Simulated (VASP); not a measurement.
A run of VASP 6.6.1 is set up as follows.

The input INCAR:

```
SYSTEM = Nb
PREC = Accurate
ENCUT = 500
EDIFF = 1E-6
ISMEAR = -1
SIGMA = 0.1
LREAL = .False.
LASPH = .True.
NELM = 120
ALGO = Normal
ISIF = 2
LWAVE = .False.
LCHARG = .False.
GGA = CA
NBANDS = 20
GGA_COMPAT = .False.
```

File KPOINTS:

```
Automatic mesh
0
Gamma
  10 10 5
  0 0 0
```

The input POSCAR:

```
Nb
1.0
    2.7794542535      0.0000000000      0.0000000000
   -1.3897271267      2.4070779922      0.0000000000
    0.0000000000      0.0000000000      5.1677333602
Nb
2
Direct
    0.3333333333      0.6666666667      0.2500000000
    0.6666666667      0.3333333333      0.7500000000
```

Potentials or basis: VASP PAW LDA potentials, release 64 (Nb_sv).

Run with:

```bash
$ cat potpaw_LDA.64/Nb_sv/POTCAR > POTCAR
$ mpirun -np 1 vasp_std > vasp.out
```

Q: What does it give for the pressure?

A: 3.5 GPa.

Q: Predict the band gap on the k mesh.

A: Zero (band 13 reaches 13.55 eV, above the bottom of band 14 at 11.36 eV).

Stress tensor (GPa, compression positive):
```
3.56 0.00 0.00
0.00 3.56 0.00
0.00 0.00 3.32
```
